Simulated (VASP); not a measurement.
WS2 (fluorite type):

```xyz
3
Lattice="0.0000 2.7910 2.7910 2.7910 0.0000 2.7910 2.7910 2.7910 0.0000" Properties=species:S:1:pos:R:3 pbc="T T T"
W     0.0000    0.0000    0.0000
S     1.3955    1.3955    1.3955
S     4.1864    4.1864    4.1864
```

- Program: VASP 6.6.1
- Task: relaxation of cell and atoms
- Functional: PBE
- Potentials or basis: VASP PAW PBE potentials, release 64 (W_sv, S)
- Cutoff: 600 eV
- k mesh: 11 × 11 × 11
- Occupations: fermi-dirac, width 0.08 eV
- Spin: no spin polarisation

At the start: pressure 32.6 GPa; volume 14.49 Å³/atom.

Task: Where does the relaxation end?

Result: Over 21 steps the energy falls by 213.7 meV/atom and the volume is 16.91 Å³/atom (+16.6 %); space group Fm-3m (No. 225, to 0.1 Å) before and after.

The path:
```
step  energy change (eV)  largest force (eV/Å)  pressure (GPa)  volume (Å³)
   1              0.0000                0.0000           32.65        43.48
   2              0.5290                0.0000          -21.16        64.84
   3             -0.6385                0.0000           -1.49        51.23
   4             -0.6409                0.0000           -0.29        50.81
   5             -0.6409                0.0000            0.16        50.66
   6             -0.6409                0.0000            0.17        50.66
   7             -0.6409                0.0000            0.17        50.66
   8             -0.6409                0.0000            0.16        50.66
   9             -0.6409                0.0000            0.16        50.66
  10             -0.6409                0.0000            0.16        50.66
  11             -0.6409                0.0000            0.16        50.66
  12             -0.6409                0.0000            0.16        50.66
  13             -0.6409                0.0000            0.16        50.66
  14             -0.6409                0.0000            0.16        50.66
  15             -0.6409                0.0000            0.16        50.66
  16             -0.6409                0.0000            0.16        50.67
  17             -0.6409                0.0000            0.16        50.67
  18             -0.6409                0.0000            0.11        50.68
  19             -0.6410                0.0000            0.05        50.70
  20             -0.6409                0.0000           -0.05        50.74
  21             -0.6410                0.0000           -0.02        50.72
```

Final structure:
```yaml
crystal:
  lattice:
    - [0.00000, 2.93794, 2.93794]
    - [2.93794, 0.00000, 2.93794]
    - [2.93794, 2.93794, 0.00000]
  atoms:
    - { symbol: W, position: [0.00000, 0.00000, 0.00000] }
    - { symbol: S, position: [0.25000, 0.25000, 0.25000] }
    - { symbol: S, position: [0.75000, 0.75000, 0.75000] }
```

Caveat: the volume moved by over 15 % at a fixed basis, so the end points are rough.
